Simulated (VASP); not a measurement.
A run of VASP 6.6.1 is set up as follows.

File INCAR:

```
SYSTEM = KCl
  PREC = Accurate
  ENCUT = 520
  EDIFF = 1E-7
  ISMEAR = 0
  SIGMA = 0.01
  LREAL = .FALSE.
  LASPH = .TRUE.
  NELM = 100
  ALGO = Normal
  ISIF = 2
  LWAVE = .FALSE.
  LCHARG = .TRUE.
  GGA = PE
  LELF = .TRUE.
  LVHAR = .TRUE.
  NBANDS = 24
```

The input KPOINTS:

```
Automatic mesh
0
G
  6 6 4
  0 0 0
```

File POSCAR:

```
KCl
1.0
    5.3918685924      0.0000000000      0.0000000000
   -2.6959342962      4.6694951749      0.0000000000
    0.0000000000      0.0000000000      6.3213238914
K Cl
2 2
Direct
    0.3333333333      0.6666666667     -0.0624984477
    0.6666666667      0.3333333333      0.4375015523
    0.3333333333      0.6666666667      0.4374984477
    0.6666666667      0.3333333333      0.9374984477
```

Potentials or basis: VASP PAW PBE potentials, release 64 (K_sv, Cl).

Command:

```console
$ cat potpaw_PBE.64/K_sv/POTCAR potpaw_PBE.64/Cl/POTCAR > POTCAR
$ mpirun -np 1 vasp_std > vasp.out
```

Problem. What does it give for the band gap on the k mesh?

Solution. 4.71 eV.

Problem. What does it give for the pressure?

Solution. 0.0 GPa.

A k mesh can miss the band edges.
